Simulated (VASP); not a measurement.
Write the native input for VASP 6.6.1 that does the following.

| Item | Value |
| --- | --- |
| Task | single point |
| Functional | r2SCAN |
| Potentials or basis | VASP PAW PBE potentials, release 64 (Ca_sv, Se) |
| Cutoff | 550 eV |
| k mesh | 6 × 6 × 6 |
| Occupations | methfessel-paxton, width 0.001 eV |
| Spin | no spin polarisation |
| Dipole correction | no |
| Further INCAR settings | ALGO = Normal; EDIFF = 1e-06; NBANDS = 15 |

The system is CaSe.

```
Ca Se
1.0
     3.63478    0.00000    0.00000
     0.00000    3.63478    0.00000
     0.00000    0.00000    3.63478
Ca Se
1 1
Direct
  0.00000 0.00000 0.00000
  0.50000 0.50000 0.50000
```

These files were run (other wordings do the same):

POSCAR

```
CaSe
1.0
    3.6347849189      0.0000000000      0.0000000000
    0.0000000000      3.6347849189      0.0000000000
    0.0000000000      0.0000000000      3.6347849189
Ca Se
1 1
Direct
    0.0000000000      0.0000000000      0.0000000000
    0.5000000000      0.5000000000      0.5000000000
```

INCAR.step1

```
SYSTEM = CaSe
  PREC = Accurate
  ENCUT = 550
  ISMEAR = 1
  SIGMA = 0.001
  LREAL = .FALSE.
  LASPH = .TRUE.
  NELM = 120
  NBANDS = 15
  GGA = PE
  ALGO = Normal
  EDIFF = 1E-5
  LWAVE = .TRUE.
  LCHARG = .FALSE.
  GGA_COMPAT = .FALSE.
```

INCAR.step2

```
SYSTEM = CaSe
  PREC = Accurate
  ENCUT = 550
  EDIFF = 1E-6
  ISMEAR = 1
  SIGMA = 0.001
  LREAL = .FALSE.
  LASPH = .TRUE.
  NELM = 120
  ALGO = Normal
  ISIF = 2
  LWAVE = .FALSE.
  LCHARG = .FALSE.
  METAGGA = R2SCAN
  LMIXTAU = .TRUE.
  NBANDS = 15
  ISTART = 1
  GGA_COMPAT = .FALSE.
```

KPOINTS

```
regular mesh
0
G
  6 6 6
  0 0 0
```

Potentials or basis: VASP PAW PBE potentials, release 64 (Ca_sv, Se).

The run is started by

```sh
$ cat potpaw_PBE.64/Ca_sv/POTCAR potpaw_PBE.64/Se/POTCAR > POTCAR
$ cp INCAR.step1 INCAR
$ mpirun -np 1 vasp_std > vasp.out
$ cp INCAR.step2 INCAR
$ mpirun -np 1 vasp_std > vasp.out
```

Results of the run:

- Pressure: 0.2 GPa
- Band gap on the k mesh: 1.24 eV

Caveat: the structure was generated, so it needn't be the stable form of CaSe; the PAW data sets were made with another functional, which shifts forces and pressure a little.

Run time: 2 min on 1 thread of Intel Xeon 8259CL, with other jobs on the host, peak memory 0.14 GiB.
